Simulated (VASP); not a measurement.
Set up this calculation in VASP 6.6.1, as the native input.

```
Task                   : single point
Functional             : PBEsol
Potentials or basis    : VASP PAW PBE potentials, release 64 (Mg)
Cutoff                 : 600 eV
k mesh                 : 10 × 10 × 10
Occupations            : gaussian, width 0.1 eV
Spin                   : no spin polarisation
Dipole correction      : no
Further INCAR settings : ALGO = Normal; EDIFF = 1e-06; NBANDS = 7
```

The structure of Mg lies in POSCAR:

```
Mg
1.0
   -1.8359916300      1.8359916300      1.6794040200
    1.8359916300     -1.8359916300      1.6794040200
    1.8359916300      1.8359916300     -1.6794040200
Mg
1
Direct
    0.0000000000      0.0000000000      0.0000000000
```

One way to write it, as run:

INCAR

```
SYSTEM = Mg
  ALGO = Normal
  EDIFF = 1E-6
  ENCUT = 600
  GGA = PS
  GGA_COMPAT = .FALSE.
  ISIF = 2
  ISMEAR = 0
  LASPH = .TRUE.
  LCHARG = .FALSE.
  LREAL = .FALSE.
  LWAVE = .FALSE.
  NBANDS = 7
  NELM = 120
  PREC = Accurate
  SIGMA = 0.1
```

KPOINTS

```
k-points
0
G
  10 10 10
  0 0 0
```

Potentials or basis: VASP PAW PBE potentials, release 64 (Mg).

The run is started by

```console
$ cat potpaw_PBE.64/Mg/POTCAR > POTCAR
$ mpirun -np 1 vasp_std > vasp.out
```

It gave:

The pressure is -0.1 GPa. The band gap on the k mesh is zero (band 1 reaches 5.90 eV, above the bottom of band 2 at 1.36 eV).

Caveat: the PAW data sets were made with another functional, which shifts forces and pressure a little.

Run time: 7.3 s on 1 thread of Intel(R) Xeon(R) 6975P-C (Granite Rapids) (shared host), peak memory 0.16 GiB.
